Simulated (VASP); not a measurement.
Wanted: the native input for a VASP 6.6.1 run.

| Quantity | Value |
| --- | --- |
| Task | single point |
| Functional | PBEsol |
| Potentials or basis | VASP PAW PBE potentials, release 64 (Ga_d, N) |
| Cutoff | 600 eV |
| k mesh | 12 × 12 × 4 |
| Occupations | gaussian, width 0.01 eV |
| Spin | no spin polarisation |
| Dipole correction | no |
| Further INCAR settings | ALGO = Normal; EDIFF = 1e-06; NBANDS = 26 |

The structure of GaN lies in POSCAR:

```
GaN
1.0
    3.1824693220      0.0000000000      0.0000000000
   -1.5912346610      2.7560992796      0.0000000000
    0.0000000000      0.0000000000      5.1849310998
Ga N
2 2
Direct
    0.3333333333      0.6666666667     -0.0008110537
    0.6666666667      0.3333333333      0.4991889463
    0.3333333333      0.6666666667      0.3758110537
    0.6666666667      0.3333333333      0.8758110537
```

These files were run (other wordings do the same):

INCAR

```
SYSTEM = GaN
PREC = Accurate
ENCUT = 600
EDIFF = 1E-6
ISMEAR = 0
SIGMA = 0.01
LREAL = .FALSE.
LASPH = .TRUE.
NELM = 120
ALGO = Normal
ISIF = 2
LWAVE = .FALSE.
LCHARG = .FALSE.
GGA = PS
NBANDS = 26
GGA_COMPAT = .FALSE.
```

KPOINTS

```
Automatic mesh
0
G
  12 12 4
  0 0 0
```

Potentials or basis: VASP PAW PBE potentials, release 64 (Ga_d, N).

Run with:

```sh
$ cat potpaw_PBE.64/Ga_d/POTCAR potpaw_PBE.64/N/POTCAR > POTCAR
$ mpirun -np 1 vasp_std > vasp.out
```

Results of the run:

```json
{
 "Pressure": "-0.3 GPa",
 "Band gap on the k mesh": "1.90 eV"
}
```

Caveat: the PAW data sets were made with another functional, which shifts forces and pressure a little.

Wall time 79 s on 1 thread of Intel Xeon 8259CL, on a shared host, peak memory 0.22 GiB.
